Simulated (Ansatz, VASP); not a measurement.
**One calculation of Li7S, two programs**

The input INCAR:

```
PREC     = Accurate       # precision mode
ENCUT    = 600            # plane-wave cutoff, eV
EDIFF    = 1E-7           # SCF threshold, eV
ISMEAR   = 0              # smearing method
SIGMA    = 0.1            # smearing width, eV
LREAL    = F              # projectors in reciprocal space
LASPH    = T              # aspherical terms in the spheres
NELM     = 80             # most SCF steps
ALGO     = Normal         # electronic algorithm
ISIF     = 3              # what is computed and relaxed
LWAVE    = F              # write WAVECAR
LCHARG   = F              # write CHGCAR
GGA      = PE             # functional
IBRION   = 2              # ionic algorithm
NSW      = 90             # ionic steps
EDIFFG   = -0.04          # ionic threshold
```

KPOINTS

```
regular mesh
0
Gamma
  6 6 6
```

POSCAR

```
Li7S
1.0
    3.1633547400      1.8263637100      3.0765317700
   -3.1633547400      1.8263637100      3.0765317700
    0.0000000000     -3.6527274200      3.0765317700
Li S
7 1
Direct
    0.8586739600      0.3423978500      0.8586739600
    0.8586739600      0.8586739600      0.3423978500
    0.3423978500      0.8586739600      0.8586739600
    0.5373672700      0.1149099700      0.5373672700
    0.5373672700      0.5373672700      0.1149099700
    0.1149099700      0.5373672700      0.5373672700
    0.1048100200      0.1048100200      0.1048100200
    0.4487205500      0.4487205500      0.4487205500
```

Input for Ansatz:

```yaml
crystal:
  lattice:
    - [3.16335474, 1.82636371, 3.07653177]
    - [-3.16335474, 1.82636371, 3.07653177]
    - [0.0, -3.65272742, 3.07653177]
  atoms:
    - { symbol: Li, position: [0.85867396, 0.34239785, 0.85867396] }
    - { symbol: Li, position: [0.85867396, 0.85867396, 0.34239785] }
    - { symbol: Li, position: [0.34239785, 0.85867396, 0.85867396] }
    - { symbol: Li, position: [0.53736727, 0.11490997, 0.53736727] }
    - { symbol: Li, position: [0.53736727, 0.53736727, 0.11490997] }
    - { symbol: Li, position: [0.11490997, 0.53736727, 0.53736727] }
    - { symbol: Li, position: [0.10481002, 0.10481002, 0.10481002] }
    - { symbol: S, position: [0.44872055, 0.44872055, 0.44872055] }
basis:
  ecutwfc: 420
kpoints:
  mp_grid: { grid: [6, 6, 6] }
hamiltonian:
  xc: pbe
scf:
  occupations: { method: gaussian, width: 0.1 }
  lower_state_search: "off"
output:
  forces: true
  stress: true
  eigenvalues: true
relax:
  adjacent_minimum: "off"
  f_tol: 0.04
  max_steps: 70
  cell: { stress_tol: 0.4 }
```

Alike in both runs: task relaxation of cell and atoms; functional PBE; k mesh 6 × 6 × 6; occupations gaussian, width 0.1 eV; no spin polarisation.

|  | VASP | Ansatz |
| --- | --- | --- |
| version | VASP 6.6.1 | Ansatz 0.2.0 |
| potentials or method | VASP PAW PBE potentials, release 64 (Li_sv, S), cutoff 600 eV | scalar-relativistic, plane waves, PAW |
| valence electrons in the cell | 27 | 27 |

VASP gave:

```
gap on the k mesh at the Fermi level, each at its own relaxed structure (eV)  : none
relaxed volume (Å³/atom)                                                      : 18.75
relaxed length of the cell vector where the two differ most in proportion (Å) : 5.427
```

Question: Estimate Ansatz's values.

Answer: gap on the k mesh at the Fermi level, each at its own relaxed structure (eV): none; relaxed volume (Å³/atom): 21.02; relaxed length of the cell vector where the two differ most in proportion (Å): 6.445.

A gap of «none» marks a metal or a gap that the smearing closes. One of these differences is far larger than is usual between the two programs; its cause wasn't traced.

Noted on VASP's run: the cutoff is under 1.25 times that of the potentials, so the pressure is a little rough; the volume moved by over 15 % at a fixed basis, so the end points are rough.
